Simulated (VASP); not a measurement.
Runs of VASP 6.6.1 on LaZn. The structure is that of space group Pm-3m (No. 221), or close to it. The cells are those of the table. 

| task | cell | gap on the mesh (eV) | pressure (GPa) |
| --- | --- | --- | --- |
| electric field gradients | a = 3.750, b = 3.750, c = 3.712 Å, 2 atoms | none | -3.6 |
| single point | a = 3.750, b = 3.750, c = 3.675 Å, 2 atoms | none | -3.2 |
| single point | a = 3.750, b = 3.750, c = 3.825 Å, 2 atoms | none | (a) |
| single point | a = 3.750, b = 3.750, c = 3.788 Å, 2 atoms | none | -4.4 |
| electric field gradients | a = 3.824 Å, 2 atoms | none | -6.1 |
| single point | a = 3.750, b = 3.750, c = 3.712 Å, 2 atoms | none | -3.6 |
| electric field gradients | a = 3.750, b = 3.750, c = 3.788 Å, 2 atoms | none | -4.4 |

Alike in all rows: level LDA; potentials or basis VASP PAW LDA potentials, release 64 (La, Zn); no spin polarisation; k mesh 9 × 9 × 9; cutoff (eV) 520; smearing fermi-dirac 0.05 eV.

Task: Fill in the values left out.

Result: (a) -4.8.

Caveats: the cell stands under tension; spin-orbit coupling is left out, which moves the levels of the heavy elements.

A k mesh can miss the band edges, and the runs leave out spin-orbit coupling on La.

A gap of «none» marks levels without a gap at the run's occupations.
